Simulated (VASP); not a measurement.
Set up this calculation in VASP 6.6.1, as the native input.

```
Task                      : relaxation of the atoms
Functional                : PBEsol
Potentials or basis       : VASP PAW PBE potentials, release 64 (Li_sv)
Cutoff                    : 520 eV
k mesh                    : 9 × 9 × 1
Occupations               : gaussian, width 0.1 eV
Spin                      : no spin polarisation
Dipole correction         : yes
Atoms held fixed (from 0) : [0, 1]
Further INCAR settings    : ALGO = Normal; EDIFF = 1e-06; IBRION = 2; EDIFFG = -0.03; NSW = 90
```

The structure of Li lies in POSCAR:

```
Li
1.0
    3.0534023709      0.0000000000      0.0000000000
    0.0000000000      3.0534023709      0.0000000000
    0.0000000000      0.0000000000     23.4772445665
Li
4
Selective dynamics
Direct
    0.5000000000      0.5000000000      0.3620527092  F F F
    0.0000000000      0.0000000000      0.4540175697  F F F
    0.5000000000      0.5000000000      0.5459824303  T T T
    0.0000000000      0.0000000000      0.6379472908  T T T
```

These files were run (other wordings do the same):

INCAR

```
  PREC = Accurate
  ENCUT = 520
  EDIFF = 1E-6
  ISMEAR = 0
  SIGMA = 0.1
  LREAL = F
  LASPH = T
  NELM = 80
  ALGO = Normal
  ISIF = 2
  LWAVE = F
  LCHARG = F
  LDIPOL = T
  IDIPOL = 3
  DIPOL = 0.5 0.5 0.500
  GGA = PS
  IBRION = 2
  NSW = 90
  EDIFFG = -0.03
```

KPOINTS

```
Automatic mesh
0
Gamma
  9 9 1
```

Potentials or basis: VASP PAW PBE potentials, release 64 (Li_sv).

Command:

```bash
$ cat potpaw_PBE.64/Li_sv/POTCAR > POTCAR
$ mpirun -np 1 vasp_std > vasp.out
```

It gave:

```json
{
  "Energy gained by relaxing": "0.2 meV/atom",
  "Ionic steps": "4",
  "Band gap on the k mesh": "zero (bands 6 and 7 overlap by 3.28 eV)"
}
```

Run time: 74 s on 1 thread of Intel(R) Xeon(R) Platinum 8488C (Sapphire Rapids), with other jobs on the host, peak memory 0.3 GiB.
